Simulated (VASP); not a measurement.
A run of VASP 6.6.1 is set up as follows.

The input INCAR:

```
SYSTEM = Pb
ALGO     = Normal         ! electronic algorithm
EDIFF    = 1E-8           ! SCF threshold, eV
ENCUT    = 400            ! plane-wave cutoff, eV
GGA      = PE             ! functional
GGA_COMPAT= .False.      
ISIF     = 2              ! what is computed and relaxed
ISMEAR   = -1             ! smearing method
LASPH    = .True.         ! aspherical terms in the spheres
LCHARG   = .False.        ! write CHGCAR
LEFG     = .True.       
LREAL    = .False.        ! projectors in reciprocal space
LWAVE    = .False.        ! write WAVECAR
NBANDS   = 13             ! bands
NELM     = 120            ! most SCF steps
PREC     = Accurate       ! precision mode
SIGMA    = 0.05           ! smearing width, eV
```

The input KPOINTS:

```
k-points
0
Gamma
  12 12 12
  0 0 0
```

Contents of POSCAR:

```
Pb
1.0
    0.0000000000      2.4902124959      2.4902124959
    2.4902124959      0.0000000000      2.4902124959
    2.4902124959      2.4902124959      0.0000000000
Pb
1
Direct
    0.0000000000      0.0000000000      0.0000000000
```

Potentials or basis: VASP PAW PBE potentials, release 64 (Pb_d).

Launch:

```sh
$ cat potpaw_PBE.64/Pb_d/POTCAR > POTCAR
$ mpirun -np 1 vasp_std > vasp.out
```

What does it give for the band gap on the k mesh?

Zero (band 7 reaches 14.35 eV, above the bottom of band 8 at 5.57 eV).

Estimate the pressure.

1.7 GPa.

Caveat: without QUAD_EFG the Cq values of the log hold for a quadrupole moment of 1 mb, not for the nuclei; spin-orbit coupling is left out, which moves the levels of the heavy elements.
